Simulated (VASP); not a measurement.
Set up this calculation in VASP 6.6.1, as the native input.

| Item | Value |
| --- | --- |
| Task | single point |
| Functional | PBE |
| Potentials or basis | VASP PAW PBE potentials, release 64 (Ti_sv, B) |
| Cutoff | 520 eV |
| k mesh | 18 × 18 × 14 |
| Occupations | gaussian, width 0.1 eV |
| Spin | no spin polarisation |
| Dipole correction | no |
| Further INCAR settings | ALGO = Normal; EDIFF = 1e-06; NBANDS = 16 |

The structure of TiB2 lies in POSCAR:

```
TiB2
1.0
    3.0318910852      0.0000000000      0.0000000000
   -1.5159455426      2.6256947013      0.0000000000
    0.0000000000      0.0000000000      3.2244185029
Ti B
1 2
Direct
    0.0000000000      0.0000000000      0.0000000000
    0.3333333333      0.6666666667      0.5000000000
    0.6666666667      0.3333333333      0.5000000000
```

These files were run (other wordings do the same):

INCAR

```
SYSTEM = TiB2
PREC = Accurate
ENCUT = 520
EDIFF = 1E-6
ISMEAR = 0
SIGMA = 0.1
LREAL = .FALSE.
LASPH = .TRUE.
NELM = 60
ALGO = Normal
ISIF = 2
LWAVE = .FALSE.
LCHARG = .FALSE.
GGA = PE
NBANDS = 16
```

KPOINTS

```
regular mesh
0
G
  18 18 14
  0 0 0
```

Potentials or basis: VASP PAW PBE potentials, release 64 (Ti_sv, B).

Run with:

```bash
$ cat potpaw_PBE.64/Ti_sv/POTCAR potpaw_PBE.64/B/POTCAR > POTCAR
$ mpirun -np 1 vasp_std > vasp.out
```

Results of the run:

```yaml
Pressure: 0.2 GPa
Band_gap_on_the_k_mesh: zero (band 9 reaches 10.40 eV, above the bottom of band 10 at 9.80 eV)
```

It took 2.4 min on 1 thread of Intel(R) Xeon(R) Platinum 8259CL CPU @ 2.50GHz (Skylake/Cascade Lake), on a shared host, peak memory 0.23 GiB.
